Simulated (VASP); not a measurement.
# Cu (Fm-3m) in VASP: a series of runs, part 2 of 2

VASP 6.6.1.

## 3. Single point, PBE

INCAR reads:

```
  PREC = Accurate
  ENCUT = 520
  EDIFF = 1E-7
  ISMEAR = 1
  SIGMA = 0.03
  LREAL = F
  LASPH = T
  NELM = 100
  ALGO = Normal
  ISIF = 2
  LWAVE = F
  LCHARG = T
  GGA = PE
  LELF = T
  LVHAR = T
  NBANDS = 12
```

KPOINTS reads:

```
Automatic mesh
0
Gamma
  15 15 15
```

POSCAR reads:

```
Cu
1.0
    0.0000000000      1.8145751207      1.8145751207
    1.8145751207      0.0000000000      1.8145751207
    1.8145751207      1.8145751207      0.0000000000
Cu
1
Direct
    0.0000000000      0.0000000000      0.0000000000
```

Potentials or basis: VASP PAW PBE potentials, release 64 (Cu).

The run is started by

```console
$ cat potpaw_PBE.64/Cu/POTCAR > POTCAR
$ mpirun -np 1 vasp_std > vasp.out
```

OUTCAR:

```text
PREC = Accurate
   ENCUT = 520
   EDIFF = 1E-7
   ISMEAR = 1
   LREAL = F
   LASPH = T
   NELM = 100
   ISIF = 2
   GGA = PE

 ion  position               nearest neighbor table
   1  0.000  0.000  0.000-

  LATTYP: Found a face centered cubic cell.
 ALAT       =     3.6291502414

  Lattice vectors:

 A1 = (   0.0000000000,   1.8145751207,   1.8145751207)
 A2 = (   1.8145751207,   0.0000000000,   1.8145751207)
 A3 = (   1.8145751207,   1.8145751207,   0.0000000000)

Analysis of symmetry for initial positions (statically):
=====================================================================
 Subroutine PRICEL returns:
 Original cell was already a primitive cell.

 Routine SETGRP: Setting up the symmetry group for a
 face centered cubic supercell.

 Subroutine GETGRP returns: Found 48 space group operations
 (whereof 48 operations were pure point group operations)
 out of a pool of 48 trial point group operations.

The static configuration has the point symmetry O_h .

Analysis of symmetry for dynamics (positions and initial velocities):
=====================================================================
 Subroutine PRICEL returns:
 Original cell was already a primitive cell.

 Routine SETGRP: Setting up the symmetry group for a
 face centered cubic supercell.

 Subroutine GETGRP returns: Found 48 space group operations
 (whereof 48 operations were pure point group operations)
 out of a pool of 48 trial point group operations.

The dynamic configuration has the point symmetry O_h .

 Subroutine INISYM returns: Found 48 space group operations
 (whereof 48 operations are pure point group operations),
 and found     1 'primitive' translations

----------------------------------------------------------------------------------------

                                     Primitive cell

  volume of cell :      11.9496

  direct lattice vectors                    reciprocal lattice vectors
     0.000000000  1.814575121  1.814575121    -0.275546597  0.275546597  0.275546597
     1.814575121  0.000000000  1.814575121     0.275546597 -0.275546597  0.275546597
     1.814575121  1.814575121  0.000000000     0.275546597  0.275546597 -0.275546597

  length of vectors
     2.566196746  2.566196746  2.566196746     0.477260706  0.477260706  0.477260706

  position of ions in fractional coordinates (direct lattice)
     0.000000000  0.000000000  0.000000000

  ion indices of the primitive-cell ions
   primitive index   ion index
                 1           1

----------------------------------------------------------------------------------------

 KPOINTS: Automatic mesh

Automatic generation of k-mesh.
 Grid dimensions read from file:
 generate k-points for:   15   15   15

 Generating k-lattice:

  Cartesian coordinates                     Fractional coordinates (reciprocal lattice)
    -0.018369773  0.018369773  0.018369773     0.066666667  0.000000000  0.000000000
     0.018369773 -0.018369773  0.018369773     0.000000000  0.066666667  0.000000000
     0.018369773  0.018369773 -0.018369773     0.000000000  0.000000000  0.066666667

  Length of vectors
     0.031817380  0.031817380  0.031817380

  Shift w.r.t. Gamma in fractional coordinates (k-lattice)
     0.000000000  0.000000000  0.000000000

 Subroutine IBZKPT returns following result:
 ===========================================

 Found    120 irreducible k-points:

 Following reciprocal coordinates:
            Coordinates               Weight
  0.000000  0.000000  0.000000      1.000000
  0.066667  0.000000  0.000000      8.000000
  0.133333  0.000000  0.000000      8.000000
  0.200000  0.000000  0.000000      8.000000
  0.266667  0.000000  0.000000      8.000000
  0.333333  0.000000  0.000000      8.000000
[... 16 lines left out ...]
  0.133333  0.133333  0.000000      6.000000
  0.200000  0.133333  0.000000     24.000000
 [... further k-points ...]
   k-points           NKPTS =    120   k-points in BZ     NKDIM =    120   number of bands    NBANDS=     12
   number of dos      NEDOS =    301   number of ions     NIONS =      1
   total plane-waves  NPLWV =   8000
   dimension x,y,z NGX =    20 NGY =   20 NGZ =   20
   dimension x,y,z NGXF=    40 NGYF=   40 NGZF=   40
   ions per type =               1
   NGX,Y,Z   is equivalent  to a cutoff of  12.96, 12.96, 12.96 a.u.
   NGXF,Y,Z  is equivalent  to a cutoff of  25.91, 25.91, 25.91 a.u.
 SYSTEM =  unknown system
   PREC   = accura    normal or accurate (medium, high low for compatibility)
   ISTART =      0    job   : 0-new  1-cont  2-samecut
   ICHARG =      2    charge: 1-file 2-atom 10-const
   ISPIN  =      1    spin polarized calculation?
   LNONCOLLINEAR =      F non collinear calculations
   LSORBIT =      F    spin-orbit coupling
   LASPH  =      T    aspherical Exc in radial PAW
   ENCUT  =  520.0 eV  38.22 Ry    6.18 a.u.   4.77  4.77  4.77*2*pi/ulx,y,z
   NELM   =    100;   NELMIN=  2; NELMDL= -5     # of ELM steps
   EDIFF  = 0.1E-06   stopping-criterion for ELM
   LREAL  =      F    real-space projection
   EDIFFG = 0.1E-05   stopping-criterion for IOM
   NSW    =      0    number of steps for IOM
   IBRION =     -1    ionic relax: 0-MD 1-quasi-New 2-CG
   NFREE  =      0    steps in history (QN), initial steepest desc. (CG)
   ISIF   =      2    stress and relaxation
   ISYM   =      2    0-nonsym 1-usesym 2-fastsym
   POTIM  = 0.5000    time-step for ionic-motion
   TEBEG  =    0.0;   TEEND  =   0.0 temperature during run
   PSTRESS=    0.0 pullay stress
   NELECT =      11.0000    total number of electrons
   NUPDOWN=      -1.0000    fix difference up-down
   EMIN   =  10.00;   EMAX   =-10.00  energy-range for DOS
   EFERMI =   0.00;   METHOD = LEGACY
   ISMEAR =     1;   SIGMA  =   0.03  broadening in eV -4-tet -1-fermi 0-gaus
   EFERMI_NEDOS =   21; number of points for ismear=-14 and -15
   IALGO  =     38    algorithm
   IMIX   =      4    mixing-type and parameters
     AMIX     =   0.40;   BMIX     =  1.00
     AMIX_MAG =   1.60;   BMIX_MAG =  1.00
  volume/ion in A,a.u.               =      11.95        80.64
  Fermi-wavevector in a.u.,A,eV,Ry     =   1.592529  3.009444 34.506411  2.536150
  Thomas-Fermi vector in A             =   2.690900
   LORBIT       =      0    0 simple, 1 ext, 2 COOP (PROOUT), +10 PAW based schemes
   GGA     = PE    functional components
   LHFCALC =     F    Hartree Fock is set to
   AEXX    =    0.0000 exact exchange contribution
   IVDW    =     0    specifies the selected vdW correction
   LEPSILON=     F    determine dielectric tensor
   LRPA    =     F    only Hartree local field effects (RPA)
 non-spin polarized calculation
 Methfessel and Paxton  Order N= 1 SIGMA  =   0.03
  energy-cutoff  :      520.00
  volume of cell :       11.95
 maximum number of plane-waves:       332
   NGX =  9   NGY =  9   NGZ =  9

 number of electron      10.9999998 magnetization

 Free energy of the ion-electron system (eV)
  ---------------------------------------------------
  ext. energy  EPLUGINS =         0.00000000
  ---------------------------------------------------
  free energy    TOTEN  =        -3.72583132 eV

  energy without entropy =       -3.72574687  energy(sigma->0) =       -3.72580317

 E-fermi :   7.5598     XC(G=0): -12.6594

 val. band max:        7.5171812967   @ k =  -0.4000   0.1333   0.0000
 cond. band min:       7.5612289567   @ k =  -0.4667   0.1333   0.0667
 fundamental gap:      0.0440476600
 Fermi energy:         7.5597605429

 k-point     1 :       0.0000    0.0000    0.0000
  band No.  band energies     occupation
      1      -1.8220      2.00000
      2       4.4372      2.00000
      3       4.4372      2.00000
      4       4.4372      2.00000
      5       5.2435      2.00000
      6       5.2435      2.00000
      7      29.9410      0.00000
      8      32.4936      0.00000
      9      32.4936      0.00000
     10      32.4936      0.00000
     11      34.9740      0.00000
     12      34.9740      0.00000
[... 331 lines left out ...]
 k-point    24 :       0.2000    0.1333    0.0000
  band No.  band energies     occupation
      1      -0.4227      2.00000
      2       4.0834      2.00000
      3       4.7024      2.00000
      4       4.7296      2.00000
      5       4.9993      2.00000
      6       5.3802      2.00000
      7      24.9415      0.00000
      8      27.1835      0.00000
      9      28.2663      0.00000
     10      30.3880      0.00000
     11      32.9804      0.00000
     12      38.7656      0.00000

 [... further k-points ...]

------------------------ aborting loop because EDIFF is reached ----------------------------------------

  FORCE on cell =-STRESS in cart. coord.  units (eV):
  Direction    XX          YY          ZZ          XY          YZ          ZX
  --------------------------------------------------------------------------------------
  -------------------------------------------------------------------------------------
  Total        0.0254199      0.0254199      0.0254199     -0.0000000      0.0000000     -0.0000000
  in kB        3.4082309      3.4082309      3.4082309     -0.0000000      0.0000000     -0.0000000
  external PRESSURE =       3.4082309 kB  Pullay stress =       0.0000000 kB

 VOLUME and BASIS-vectors are now :
 -----------------------------------------------------------------------------
  energy-cutoff  :      520.00
  volume of cell :       11.95
      direct lattice vectors                 reciprocal lattice vectors
     0.000000000  1.814575121  1.814575121    -0.275546597  0.275546597  0.275546597
     1.814575121  0.000000000  1.814575121     0.275546597 -0.275546597  0.275546597
     1.814575121  1.814575121  0.000000000     0.275546597  0.275546597 -0.275546597

 POSITION                                       TOTAL-FORCE (eV/Angst)
 -----------------------------------------------------------------------------------
      0.00000      0.00000      0.00000        -0.000000     -0.000000      0.000000
 -----------------------------------------------------------------------------------
    total drift:                                0.000000      0.000000      0.000000

  FREE ENERGIE OF THE ION-ELECTRON SYSTEM (eV)
  ---------------------------------------------------
  free  energy   TOTEN  =        -3.7258313188 eV

  energy  without entropy=       -3.7257468741  energy(sigma->0) =       -3.72580317
```

OSZICAR:

```text
N       E                     dE             d eps       ncg     rms          rms(c)
DAV:   1     0.429044318387E+02    0.42904E+02   -0.55094E+03  3204   0.154E+03
DAV:   2    -0.323526384666E+01   -0.46140E+02   -0.42515E+02  3012   0.203E+02
DAV:   3    -0.461866742080E+01   -0.13834E+01   -0.13766E+01  3388   0.402E+01
DAV:   4    -0.462725185819E+01   -0.85844E-02   -0.85833E-02  3272   0.284E+00
DAV:   5    -0.462733528364E+01   -0.83425E-04   -0.83424E-04  3400   0.286E-01    0.768E+00
DAV:   6    -0.411536644882E+01    0.51197E+00   -0.14712E+01  3476   0.724E+01    0.401E+00
DAV:   7    -0.373839733711E+01    0.37697E+00   -0.23587E+00  3456   0.289E+01    0.597E-01
DAV:   8    -0.372721492569E+01    0.11182E-01   -0.44036E-03  3244   0.824E-01    0.279E-01
DAV:   9    -0.372582805139E+01    0.13869E-02   -0.84490E-03  3648   0.159E+00    0.262E-02
DAV:  10    -0.372583299368E+01   -0.49423E-05   -0.26375E-05  3948   0.723E-02    0.106E-02
DAV:  11    -0.372583116352E+01    0.18302E-05   -0.30012E-06  3628   0.317E-02    0.233E-04
DAV:  12    -0.372583127441E+01   -0.11089E-06   -0.20169E-08  2052   0.143E-03    0.114E-04
DAV:  13    -0.372583131881E+01   -0.44402E-07   -0.36606E-09  1836   0.460E-04
   1 F= -.37258313E+01 E0= -.37258032E+01  d E =-.844447E-04
```

stdout:

```text
POSCAR found type information on POSCAR Cu
 POSCAR found :  1 types and       1 ions
 scaLAPACK will be used
 LDA part: xc-table for (Slater+PW92), standard interpolation
 POSCAR, INCAR and KPOINTS ok, starting setup
 FFT: planning ... GRIDC
 FFT: planning ... GRID_SOFT
 FFT: planning ... GRID
 WAVECAR not read
 entering main loop
```

It took 29 s on 1 thread of Intel Xeon 8259CL, shared host; peak memory 0.13 GiB.

Results:

* Free energy: -3.7258 eV
* Pressure: 0.3 GPa

## 4. Single point, PBE

INCAR reads:

```
  PREC = Accurate
  ENCUT = 520
  EDIFF = 1E-6
  ISMEAR = 1
  SIGMA = 0.1
  LREAL = False
  LASPH = True
  NELM = 60
  ALGO = Normal
  ISIF = 2
  LWAVE = False
  LCHARG = False
  GGA = PE
  NBANDS = 12
```

KPOINTS is that of step 3.

POSCAR is that of step 3.

The run is started by

```console
$ cat potpaw_PBE.64/Cu/POTCAR > POTCAR
$ mpirun -np 1 vasp_std > vasp.out
```

Run time: 25 s. Hardware: 1 thread of Intel Xeon 8259CL, shared host; peak memory 0.13 GiB.

Results (log left out):

- Free energy: -3.7259 eV
- Pressure: 0.4 GPa

Levels at points of the mesh, in eV from the Fermi level:
| k point | band 4 | band 5 | band 6 | band 7 | band 8 | band 9 |
| --- | --- | --- | --- | --- | --- | --- |
| (0.00, 0.00, 0.00) | -3.13 | -2.32 | -2.32 | 22.38 | 24.93 | 24.93 |

## 5. The runs side by side

```tsv
smearing	gap on the mesh (eV)	pressure (GPa)
methfessel-paxton 0.01 eV	none	0.3
methfessel-paxton 0.03 eV	none	0.3
methfessel-paxton 0.1 eV	none	0.4
```

Alike in all rows: task single point; level PBE; potentials or basis VASP PAW PBE potentials, release 64 (Cu); no spin polarisation; cell as given; k mesh 15 × 15 × 15; cutoff (eV) 520.

Every run on the cell as given and a fine mesh finds a metal.

Total energies depend on the potentials used, so only differences within one code and one set of settings carry meaning.
